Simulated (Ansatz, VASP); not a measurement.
One calculation of B, two programs

```
CELL_PARAMETERS angstrom
3.02477 0.00000 0.00000
-1.51239 2.61953 0.00000
0.00000 0.00000 1.89726
ATOMIC_POSITIONS crystal
B 0.33333 0.66667 0.00000
B 0.66667 0.33333 0.00000
```

Alike in both runs: functional PBE; k mesh 12 × 12 × 4; occupations gaussian, width 0.1 eV; no spin polarisation.

Ansatz relaxed the structure, and its values are those at the end. VASP's run is a single point on that final structure, the one shown.

```csv
,VASP,Ansatz
version,VASP 6.6.1,Ansatz 0.2.0
potentials or method,"VASP PAW PBE potentials, release 64 (B), cutoff 520 eV","scalar-relativistic, plane waves, PAW"
valence electrons in the cell,6,6
```

|  | VASP | Ansatz | Ansatz less VASP |
| --- | --- | --- | --- |
| gap on the k mesh at the Fermi level (eV) | none | none | - |
| pressure (GPa) | 0.1 | 0.0 | -0.05 |

A gap of «none» marks a metal or a gap that the smearing closes.

The k mesh is coarse, so the values compare programs but aren't converged.
